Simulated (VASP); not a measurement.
Here is a VASP 6.6.1 calculation.

INCAR

```
PREC = Accurate
ENCUT = 520
EDIFF = 1E-6
ISMEAR = 1
SIGMA = 0.1
LREAL = F
LASPH = T
NELM = 80
ALGO = Normal
ISIF = 2
LWAVE = F
LCHARG = F
GGA = PE
NBANDS = 21
```

Contents of KPOINTS:

```
regular mesh
0
Gamma
  10 10 10
```

The input POSCAR:

```
Sn
1.0
   -2.9293438852      2.9293438852      1.5990950555
    2.9293438852     -2.9293438852      1.5990950555
    2.9293438852      2.9293438852     -1.5990950555
Sn
2
Direct
    0.0000000000      0.0000000000      0.0000000000
    0.7500000000      0.2500000000      0.5000000000
```

Potentials or basis: VASP PAW PBE potentials, release 64 (Sn_d).

The run is started by

```bash
$ cat potpaw_PBE.64/Sn_d/POTCAR > POTCAR
$ mpirun -np 1 vasp_std > vasp.out
```

(1) Estimate the pressure.

(2) What does it give for the band gap on the k mesh?

Results:

(1) 1.8 GPa.

(2) zero (bands 14 and 15 overlap by 3.84 eV).

Caveat: spin-orbit coupling is left out, which moves the levels of the heavy elements.
